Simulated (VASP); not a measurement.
A run of VASP 6.6.1 is set up as follows.

Contents of INCAR:

```
PREC     = Accurate       # precision mode
ENCUT    = 520            # plane-wave cutoff, eV
EDIFF    = 1E-6           # SCF threshold, eV
ISMEAR   = 0              # smearing method
SIGMA    = 0.1            # smearing width, eV
LREAL    = False          # projectors in reciprocal space
LASPH    = True           # aspherical terms in the spheres
NELM     = 80             # most SCF steps
ALGO     = Normal         # electronic algorithm
ISIF     = 2              # what is computed and relaxed
LWAVE    = False          # write WAVECAR
LCHARG   = True           # write CHGCAR
GGA      = PE             # functional
LELF     = True           # ELF
LVHAR    = True         
NBANDS   = 46             # bands
```

The input KPOINTS:

```
Automatic mesh
0
Gamma
  4 4 4
```

POSCAR

```
ZnSn4N
1.0
    0.0000000000      4.2188294500      4.2188294500
    4.2188294500      0.0000000000      4.2188294500
    4.2188294500      4.2188294500      0.0000000000
Zn Sn N
1 4 1
Direct
    0.5000000000      0.5000000000      0.5000000000
    0.6248223900      0.1250592000      0.1250592000
    0.1250592000      0.6248223900      0.1250592000
    0.1250592000      0.1250592000      0.6248223900
    0.1250592000      0.1250592000      0.1250592000
    0.7500000000      0.7500000000      0.7500000000
```

Potentials or basis: VASP PAW PBE potentials, release 64 (Zn, Sn_d, N).

Run with:

```sh
$ cat potpaw_PBE.64/Zn/POTCAR potpaw_PBE.64/Sn_d/POTCAR potpaw_PBE.64/N/POTCAR > POTCAR
$ mpirun -np 1 vasp_std > vasp.out
```

Problem. What does it give for the largest force?

Solution. 0.086 eV/Å.

Problem. What does it give for the pressure?

Solution. 1.6 GPa.

Problem. Predict the band gap on the k mesh.

Solution. Zero (an odd number of electrons rules out a gap without spin polarisation).

Forces in eV/Å, atoms in the order of the input:
```
Zn   0.000  0.000  0.000
Sn  -0.049  0.049  0.049
Sn   0.049 -0.049  0.049
Sn   0.049  0.049 -0.049
Sn  -0.049 -0.049 -0.049
N    0.000  0.000  0.000
```

Caveat: spin-orbit coupling is left out, which moves the levels of the heavy elements.
